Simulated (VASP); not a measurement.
# Ge2As (Fm-3m) in VASP: notebook, part 2 of 2

VASP 6.6.1. Earlier steps stand in the parts before.

### Step 3. Single point, PBE

This run uses another cell than the first one, of 22.86 Å³/atom.

Contents of INCAR:

```
SYSTEM = Ge2As
  PREC = Accurate
  ENCUT = 520
  EDIFF = 1E-7
  ISMEAR = 0
  SIGMA = 0.1
  LREAL = .FALSE.
  LASPH = .TRUE.
  NELM = 100
  ALGO = Normal
  ISIF = 2
  LWAVE = .FALSE.
  LCHARG = .TRUE.
  GGA = PE
  LELF = .TRUE.
  LVHAR = .TRUE.
  NBANDS = 24
```

Contents of KPOINTS:

```
Automatic mesh
0
G
  12 12 12
  0 0 0
```

Contents of POSCAR:

```
Ge2As
1.0
    0.0000000000      3.2487242479      3.2487242479
    3.2487242479      0.0000000000      3.2487242479
    3.2487242479      3.2487242479      0.0000000000
Ge As
2 1
Direct
    0.2500000000      0.2500000000      0.2500000000
    0.7500000000      0.7500000000      0.7500000000
    0.0000000000      0.0000000000      0.0000000000
```

Potentials or basis: VASP PAW PBE potentials, release 64 (Ge_d, As).

Command:

```console
cat potpaw_PBE.64/Ge_d/POTCAR potpaw_PBE.64/As/POTCAR > POTCAR
mpirun -np 1 vasp_std > vasp.out
```

OUTCAR:

```text
SYSTEM = Ge2As
   PREC = Accurate
   ENCUT = 520
   EDIFF = 1E-7
   ISMEAR = 0
   LREAL = .FALSE.
   LASPH = .TRUE.
   NELM = 100
   ISIF = 2
   GGA = PE

 ion  position               nearest neighbor table
   1  0.250  0.250  0.250-   3 2.81   3 2.81   3 2.81   3 2.81
   2  0.750  0.750  0.750-   3 2.81   3 2.81   3 2.81   3 2.81
   3  0.000  0.000  0.000-   2 2.81   2 2.81   1 2.81   1 2.81   2 2.81   1 2.81   2 2.81   1 2.81

  LATTYP: Found a face centered cubic cell.
 ALAT       =     6.4974484958

  Lattice vectors:

 A1 = (   0.0000000000,   3.2487242479,   3.2487242479)
 A2 = (   3.2487242479,   0.0000000000,   3.2487242479)
 A3 = (   3.2487242479,   3.2487242479,   0.0000000000)

Analysis of symmetry for initial positions (statically):
=====================================================================
 Subroutine PRICEL returns:
 Original cell was already a primitive cell.

 Routine SETGRP: Setting up the symmetry group for a
 face centered cubic supercell.

 Subroutine GETGRP returns: Found 48 space group operations
 (whereof 48 operations were pure point group operations)
 out of a pool of 48 trial point group operations.

The static configuration has the point symmetry O_h .

Analysis of symmetry for dynamics (positions and initial velocities):
=====================================================================
 Subroutine PRICEL returns:
 Original cell was already a primitive cell.

 Routine SETGRP: Setting up the symmetry group for a
 face centered cubic supercell.

 Subroutine GETGRP returns: Found 48 space group operations
 (whereof 48 operations were pure point group operations)
 out of a pool of 48 trial point group operations.

The dynamic configuration has the point symmetry O_h .

 Subroutine INISYM returns: Found 48 space group operations
 (whereof 48 operations are pure point group operations),
 and found     1 'primitive' translations

----------------------------------------------------------------------------------------

                                     Primitive cell

  volume of cell :      68.5754

  direct lattice vectors                    reciprocal lattice vectors
     0.000000000  3.248724248  3.248724248    -0.153906568  0.153906568  0.153906568
     3.248724248  0.000000000  3.248724248     0.153906568 -0.153906568  0.153906568
     3.248724248  3.248724248  0.000000000     0.153906568  0.153906568 -0.153906568

  length of vectors
     4.594389892  4.594389892  4.594389892     0.266573996  0.266573996  0.266573996

  position of ions in fractional coordinates (direct lattice)
     0.250000000  0.250000000  0.250000000
     0.750000000  0.750000000  0.750000000
     0.000000000  0.000000000  0.000000000

  ion indices of the primitive-cell ions
   primitive index   ion index
                 1           1
                 2           2
                 3           3

----------------------------------------------------------------------------------------

 KPOINTS: Automatic mesh

Automatic generation of k-mesh.
 Grid dimensions read from file:
 generate k-points for:   12   12   12

 Generating k-lattice:

  Cartesian coordinates                     Fractional coordinates (reciprocal lattice)
    -0.012825547  0.012825547  0.012825547     0.083333333  0.000000000  0.000000000
     0.012825547 -0.012825547  0.012825547     0.000000000  0.083333333  0.000000000
     0.012825547  0.012825547 -0.012825547     0.000000000  0.000000000  0.083333333

  Length of vectors
     0.022214500  0.022214500  0.022214500

  Shift w.r.t. Gamma in fractional coordinates (k-lattice)
     0.000000000  0.000000000  0.000000000

 Subroutine IBZKPT returns following result:
 ===========================================

 Found     72 irreducible k-points:

 Following reciprocal coordinates:
            Coordinates               Weight
  0.000000  0.000000  0.000000      1.000000
  0.083333  0.000000  0.000000      8.000000
  0.166667  0.000000  0.000000      8.000000
  0.250000  0.000000  0.000000      8.000000
  0.333333  0.000000  0.000000      8.000000
  0.416667  0.000000  0.000000      8.000000
[... 16 lines left out ...]
  0.500000  0.166667  0.000000     24.000000
 -0.416667  0.166667  0.000000     24.000000
 [... further k-points ...]
   k-points           NKPTS =     72   k-points in BZ     NKDIM =     72   number of bands    NBANDS=     24
   number of dos      NEDOS =    301   number of ions     NIONS =      3
   total plane-waves  NPLWV =  46656
   dimension x,y,z NGX =    36 NGY =   36 NGZ =   36
   dimension x,y,z NGXF=    72 NGYF=   72 NGZF=   72
   ions per type =               2   1
   NGX,Y,Z   is equivalent  to a cutoff of  13.03, 13.03, 13.03 a.u.
   NGXF,Y,Z  is equivalent  to a cutoff of  26.05, 26.05, 26.05 a.u.
 SYSTEM =  Ge2As
   PREC   = accura    normal or accurate (medium, high low for compatibility)
   ISTART =      0    job   : 0-new  1-cont  2-samecut
   ICHARG =      2    charge: 1-file 2-atom 10-const
   ISPIN  =      1    spin polarized calculation?
   LNONCOLLINEAR =      F non collinear calculations
   LSORBIT =      F    spin-orbit coupling
   LASPH  =      T    aspherical Exc in radial PAW
   ENCUT  =  520.0 eV  38.22 Ry    6.18 a.u.   8.54  8.54  8.54*2*pi/ulx,y,z
   NELM   =    100;   NELMIN=  2; NELMDL= -5     # of ELM steps
   EDIFF  = 0.1E-06   stopping-criterion for ELM
   LREAL  =      F    real-space projection
   EDIFFG = 0.1E-05   stopping-criterion for IOM
   NSW    =      0    number of steps for IOM
   IBRION =     -1    ionic relax: 0-MD 1-quasi-New 2-CG
   NFREE  =      0    steps in history (QN), initial steepest desc. (CG)
   ISIF   =      2    stress and relaxation
   ISYM   =      2    0-nonsym 1-usesym 2-fastsym
   POTIM  = 0.5000    time-step for ionic-motion
   TEBEG  =    0.0;   TEEND  =   0.0 temperature during run
   PSTRESS=    0.0 pullay stress
   NELECT =      33.0000    total number of electrons
   NUPDOWN=      -1.0000    fix difference up-down
   EMIN   =  10.00;   EMAX   =-10.00  energy-range for DOS
   EFERMI =   0.00;   METHOD = LEGACY
   ISMEAR =     0;   SIGMA  =   0.10  broadening in eV -4-tet -1-fermi 0-gaus
   EFERMI_NEDOS =   21; number of points for ismear=-14 and -15
   IALGO  =     38    algorithm
   IMIX   =      4    mixing-type and parameters
     AMIX     =   0.40;   BMIX     =  1.00
     AMIX_MAG =   1.60;   BMIX_MAG =  1.00
  volume/ion in A,a.u.               =      22.86       154.26
  Fermi-wavevector in a.u.,A,eV,Ry     =   1.282892  2.424314 22.392616  1.645811
  Thomas-Fermi vector in A             =   2.415177
   LORBIT       =      0    0 simple, 1 ext, 2 COOP (PROOUT), +10 PAW based schemes
   GGA     = PE    functional components
   LHFCALC =     F    Hartree Fock is set to
   AEXX    =    0.0000 exact exchange contribution
   IVDW    =     0    specifies the selected vdW correction
   LEPSILON=     F    determine dielectric tensor
   LRPA    =     F    only Hartree local field effects (RPA)
 non-spin polarized calculation
 Gauss-broadening in eV      SIGMA  =   0.10
  energy-cutoff  :      520.00
  volume of cell :       68.58
 maximum number of plane-waves:      1873
 NGX is ok and might be reduce to    36
   NGX = 17   NGY = 17   NGZ = 17

 number of electron      33.0000004 magnetization

 Free energy of the ion-electron system (eV)
  ---------------------------------------------------
  ext. energy  EPLUGINS =         0.00000000
  ---------------------------------------------------
  free energy    TOTEN  =       -12.54537838 eV

  energy without entropy =      -12.53379047  energy(sigma->0) =      -12.53958443

 E-fermi :   5.1759     XC(G=0):  -9.9959

 val. band max:        5.1459430961   @ k =   0.5000   0.3333   0.1667
 cond. band min:       5.2102950123   @ k =   0.5000   0.3333   0.0833
 fundamental gap:      0.0643519163
 Fermi energy:         5.1759340942

 k-point     1 :       0.0000    0.0000    0.0000
  band No.  band energies     occupation
      1     -19.8523      2.00000
      2     -19.8523      2.00000
      3     -19.8387      2.00000
      4     -19.8387      2.00000
      5     -19.8387      2.00000
      6     -19.8103      2.00000
[... 16 lines left out ...]
     23      10.6480      0.00000
     24      10.6480      0.00000
[... 598 lines left out ...]
      2     -19.8309      2.00000
      3     -19.8279      2.00000
      4     -19.8267      2.00000
      5     -19.8263      2.00000
      6     -19.8210      2.00000
[... 16 lines left out ...]
     23      12.5629      0.00000
     24      13.5940      0.00000

 [... further k-points ...]

------------------------ aborting loop because EDIFF is reached ----------------------------------------

  FORCE on cell =-STRESS in cart. coord.  units (eV):
  Direction    XX          YY          ZZ          XY          YZ          ZX
  --------------------------------------------------------------------------------------
  -------------------------------------------------------------------------------------
  Total        0.0243923      0.0243923      0.0243923      0.0000000      0.0000000      0.0000000
  in kB        0.5698938      0.5698938      0.5698938      0.0000000      0.0000000      0.0000000
  external PRESSURE =       0.5698938 kB  Pullay stress =       0.0000000 kB

 VOLUME and BASIS-vectors are now :
 -----------------------------------------------------------------------------
  energy-cutoff  :      520.00
  volume of cell :       68.58
      direct lattice vectors                 reciprocal lattice vectors
     0.000000000  3.248724248  3.248724248    -0.153906568  0.153906568  0.153906568
     3.248724248  0.000000000  3.248724248     0.153906568 -0.153906568  0.153906568
     3.248724248  3.248724248  0.000000000     0.153906568  0.153906568 -0.153906568

 POSITION                                       TOTAL-FORCE (eV/Angst)
 -----------------------------------------------------------------------------------
      1.62436      1.62436      1.62436         0.000000      0.000000     -0.000000
      4.87309      4.87309      4.87309        -0.000000     -0.000000      0.000000
      0.00000      0.00000      0.00000        -0.000000     -0.000000     -0.000000
 -----------------------------------------------------------------------------------
    total drift:                                0.000000      0.000000      0.000000

  FREE ENERGIE OF THE ION-ELECTRON SYSTEM (eV)
  ---------------------------------------------------
  free  energy   TOTEN  =       -12.5453783846 eV

  energy  without entropy=      -12.5337904674  energy(sigma->0) =      -12.53958443
```

OSZICAR:

```text
N       E                     dE             d eps       ncg     rms          rms(c)
DAV:   1     0.239213235235E+03    0.23921E+03   -0.16324E+04  4064   0.313E+03
DAV:   2     0.246472905524E+02   -0.21457E+03   -0.20541E+03  3576   0.681E+02
DAV:   3    -0.111243271202E+02   -0.35772E+02   -0.35271E+02  4256   0.149E+02
DAV:   4    -0.125590495574E+02   -0.14347E+01   -0.14340E+01  3800   0.329E+01
DAV:   5    -0.125872359066E+02   -0.28186E-01   -0.28186E-01  4240   0.552E+00    0.272E+00
DAV:   6    -0.125517841081E+02    0.35452E-01   -0.33709E-02  4688   0.186E+00    0.166E+00
DAV:   7    -0.125458276378E+02    0.59565E-02   -0.16185E-02  4984   0.828E-01    0.371E-01
DAV:   8    -0.125452361238E+02    0.59151E-03   -0.21079E-03  4320   0.489E-01    0.614E-02
DAV:   9    -0.125453443890E+02   -0.10827E-03   -0.43984E-04  3968   0.151E-01    0.823E-02
DAV:  10    -0.125453734194E+02   -0.29030E-04   -0.50787E-05  4016   0.420E-02    0.162E-02
DAV:  11    -0.125453780769E+02   -0.46575E-05   -0.15881E-05  4392   0.389E-02    0.693E-03
DAV:  12    -0.125453784998E+02   -0.42297E-06   -0.22868E-06  3728   0.919E-03    0.184E-03
DAV:  13    -0.125453783277E+02    0.17210E-06   -0.32865E-07  3576   0.452E-03    0.144E-03
DAV:  14    -0.125453783846E+02   -0.56875E-07   -0.24436E-08  2624   0.135E-03
   1 F= -.12545378E+02 E0= -.12539584E+02  d E =-.115879E-01
```

stdout:

```text
POSCAR found type information on POSCAR GeAs
 POSCAR found :  2 types and       3 ions
 scaLAPACK will be used
 LDA part: xc-table for (Slater+PW92), standard interpolation
 POSCAR, INCAR and KPOINTS ok, starting setup
 FFT: planning ... GRIDC
 FFT: planning ... GRID_SOFT
 FFT: planning ... GRID
 WAVECAR not read
 entering main loop
```

Wall time 3.1 min (1 thread of Intel Xeon 8259CL, shared host); peak memory 0.27 GiB.

What came out:

* Free energy: -12.5454 eV
* Pressure: 0.1 GPa
* Band gap on the k mesh: zero (an odd number of electrons rules out a gap without spin polarisation)

### Step 4. Relaxation of cell and atoms, PBE

This run uses another cell than the first one, of 22.73 Å³/atom.

Contents of INCAR:

```
SYSTEM = Ge2As
PREC = Accurate
ENCUT = 600
EDIFF = 1E-7
ISMEAR = 0
SIGMA = 0.1
LREAL = .FALSE.
LASPH = .TRUE.
NELM = 80
ALGO = Normal
ISIF = 3
LWAVE = .FALSE.
LCHARG = .FALSE.
GGA = PE
IBRION = 2
NSW = 100
EDIFFG = -0.01
```

KPOINTS is that of step 3.

Contents of POSCAR:

```
Ge2As
1.0
    0.0000000000      3.2427717716      3.2427717716
    3.2427717716      0.0000000000      3.2427717716
    3.2427717716      3.2427717716      0.0000000000
Ge As
2 1
Direct
    0.2500000000      0.2500000000      0.2500000000
    0.7500000000      0.7500000000      0.7500000000
    0.0000000000      0.0000000000      0.0000000000
```

Potentials or basis: VASP PAW PBE potentials, release 64 (Ge_d, As).

Command:

```console
cat potpaw_PBE.64/Ge_d/POTCAR potpaw_PBE.64/As/POTCAR > POTCAR
mpirun -np 1 vasp_std > vasp.out
```

OUTCAR:

```text
SYSTEM = Ge2As
   PREC = Accurate
   ENCUT = 600
   EDIFF = 1E-7
   ISMEAR = 0
   LREAL = .FALSE.
   LASPH = .TRUE.
   NELM = 80
   ISIF = 3
   GGA = PE
   IBRION = 2
   NSW = 100
   EDIFFG = -0.01

 ion  position               nearest neighbor table
   1  0.250  0.250  0.250-   3 2.81   3 2.81   3 2.81   3 2.81
   2  0.750  0.750  0.750-   3 2.81   3 2.81   3 2.81   3 2.81
   3  0.000  0.000  0.000-   2 2.81   2 2.81   2 2.81   1 2.81   1 2.81   1 2.81   2 2.81   1 2.81

  LATTYP: Found a face centered cubic cell.
 ALAT       =     6.4855435432

  Lattice vectors:

 A1 = (   0.0000000000,   3.2427717716,   3.2427717716)
 A2 = (   3.2427717716,   0.0000000000,   3.2427717716)
 A3 = (   3.2427717716,   3.2427717716,   0.0000000000)

Analysis of symmetry for initial positions (statically):
=====================================================================
 Subroutine PRICEL returns:
 Original cell was already a primitive cell.

 Routine SETGRP: Setting up the symmetry group for a
 face centered cubic supercell.

[... 775 lines left out ...]

  energy without entropy =      -12.53387388  energy(sigma->0) =      -12.53968870

 E-fermi :   5.1568     XC(G=0):  -9.9862

 val. band max:        5.1278290188   @ k =   0.5000   0.3333   0.1667
 cond. band min:       5.1898514112   @ k =   0.5000   0.3333   0.0833
 fundamental gap:      0.0620223925
 Fermi energy:         5.1568212144

 k-point     1 :       0.0000    0.0000    0.0000
  band No.  band energies     occupation
      1     -19.8717      2.00000
      2     -19.8717      2.00000
      3     -19.8582      2.00000
      4     -19.8582      2.00000
      5     -19.8582      2.00000
      6     -19.8301      2.00000
[... 541 lines left out ...]
     19       6.8739      0.00000
     20       8.5405      0.00000

 [... further k-points ...]

------------------------ aborting loop because EDIFF is reached ----------------------------------------

  FORCE on cell =-STRESS in cart. coord.  units (eV):
  Direction    XX          YY          ZZ          XY          YZ          ZX
  --------------------------------------------------------------------------------------
  -------------------------------------------------------------------------------------
  Total       -0.0083506     -0.0083506     -0.0083506      0.0000000      0.0000000     -0.0000000
  in kB       -0.1946898     -0.1946898     -0.1946898      0.0000000      0.0000000     -0.0000000
  external PRESSURE =      -0.1946898 kB  Pullay stress =       0.0000000 kB

 VOLUME and BASIS-vectors are now :
 -----------------------------------------------------------------------------
  energy-cutoff  :      600.00
  volume of cell :       68.72
      direct lattice vectors                 reciprocal lattice vectors
     0.000000000  3.251010283  3.251010283    -0.153798345  0.153798345  0.153798345
     3.251010283 -0.000000000  3.251010283     0.153798345 -0.153798345  0.153798345
     3.251010283  3.251010283 -0.000000000     0.153798345  0.153798345 -0.153798345

 POSITION                                       TOTAL-FORCE (eV/Angst)
 -----------------------------------------------------------------------------------
      1.62551      1.62551      1.62551         0.000000     -0.000000     -0.000000
      4.87652      4.87652      4.87652        -0.000000      0.000000      0.000000
      3.25101     -0.00000      3.25101         0.000000     -0.000000      0.000000
 -----------------------------------------------------------------------------------
    total drift:                                0.000000     -0.000000      0.000000

  FREE ENERGIE OF THE ION-ELECTRON SYSTEM (eV)
  ---------------------------------------------------
  free  energy   TOTEN  =       -12.5455035248 eV

  energy  without entropy=      -12.5338738846  energy(sigma->0) =      -12.53968870

 reached required accuracy - stopping structural energy minimisation
```

OSZICAR:

```text
N       E                     dE             d eps       ncg     rms          rms(c)
DAV:   1     0.242100864573E+03    0.24210E+03   -0.18422E+04  2996   0.414E+03
[... 15 lines left out ...]
DAV:   1    -0.125634711857E+02   -0.18504E-01   -0.27729E-01  3404   0.981E+00    0.774E-01
DAV:   2    -0.125501375751E+02    0.13334E-01   -0.19527E-02  3444   0.253E+00    0.398E-01
DAV:   3    -0.125457785902E+02    0.43590E-02   -0.84042E-03  3624   0.149E+00    0.723E-02
DAV:   4    -0.125455602414E+02    0.21835E-03   -0.34934E-04  3400   0.323E-01    0.411E-02
DAV:   5    -0.125455041008E+02    0.56141E-04   -0.69463E-05  3384   0.140E-01    0.126E-02
DAV:   6    -0.125455039393E+02    0.16148E-06   -0.48839E-06  3176   0.337E-02    0.680E-03
DAV:   7    -0.125455034675E+02    0.47185E-06   -0.83052E-07  3156   0.905E-03    0.106E-03
DAV:   8    -0.125455035248E+02   -0.57336E-07   -0.43428E-07  2972   0.120E-02
   2 F= -.12545504E+02 E0= -.12539689E+02  d E =-.536457E-03
```

CONTCAR:

```text
Ge2As
   1.00000000000000
     0.0000000000000000    3.2510102828328384    3.2510102828328384
     3.2510102828328384   -0.0000000000000000    3.2510102828328384
     3.2510102828328384    3.2510102828328384   -0.0000000000000000
  Ge              As
     2     1
Direct
     0.2500000000000000    0.2500000000000000    0.2500000000000000
     0.7500000000000000    0.7500000000000000    0.7500000000000000
     0.0000000000000000    1.0000000000000000    0.0000000000000000

  0.00000000E+00  0.00000000E+00  0.00000000E+00
  0.00000000E+00  0.00000000E+00  0.00000000E+00
  0.00000000E+00  0.00000000E+00  0.00000000E+00
```

It took 5.1 min on 1 thread of Intel Xeon 8259CL, shared host; peak memory 0.32 GiB.

Results:

```
Free energy                           : -12.5455 eV
Relaxed volume                        : 22.91 Å³/atom
Relaxed cell                          : a = 4.598 Å, b = 4.598 Å, c = 4.598 Å, α = 60.00°, β = 60.00°, γ = 60.00°
Space group after relaxing (to 0.1 Å) : Fm-3m (No. 225)
Energy gained by relaxing             : 0.2 meV/atom
Ionic steps                           : 2
Pressure after relaxing               : 0.0 GPa
Band gap on the k mesh                : zero (an odd number of electrons rules out a gap without spin polarisation)
```

Step by step:
| step | energy change (eV) | largest force (eV/Å) | pressure (GPa) | volume (Å³) |
| --- | --- | --- | --- | --- |
| 1 | 0.0000 | 0.0000 | 0.37 | 68.20 |
| 2 | -0.0005 | 0.0000 | -0.02 | 68.72 |

Final structure:
```yaml
crystal:
  lattice:
    - [0.00000, 3.25101, 3.25101]
    - [3.25101, 0.00000, 3.25101]
    - [3.25101, 3.25101, 0.00000]
  atoms:
    - { symbol: Ge, position: [0.25000, 0.25000, 0.25000] }
    - { symbol: Ge, position: [0.75000, 0.75000, 0.75000] }
    - { symbol: As, position: [0.00000, 0.00000, 0.00000] }
```

### Step 5. The runs side by side

| task | cell | k mesh | cutoff (eV) | gap on the mesh (eV) | pressure (GPa) | relaxed volume (Å³/atom) |
| --- | --- | --- | --- | --- | --- | --- |
| relaxation of cell and atoms | relaxed from a = 4.271 Å, angles 60.0°, 3 atoms | 6 × 6 × 6 | 600 | none | 0.2 | 22.75 |
| single point | a = 4.594 Å, angles 60.0°, 3 atoms | 12 × 12 × 12 | 520 | none | 0.1 | - |
| relaxation of cell and atoms | relaxed from a = 4.586 Å, angles 60.0°, 3 atoms | 12 × 12 × 12 | 600 | none | 0.0 | 22.91 |

Alike in all rows: level PBE; potentials or basis VASP PAW PBE potentials, release 64 (Ge_d, As); no spin polarisation; smearing gaussian 0.1 eV.

Caveats: the volume moved by over 15 % at a fixed basis, so the end points are rough (at least some runs).

Absolute energies hang on the potentials; compare differences alone.
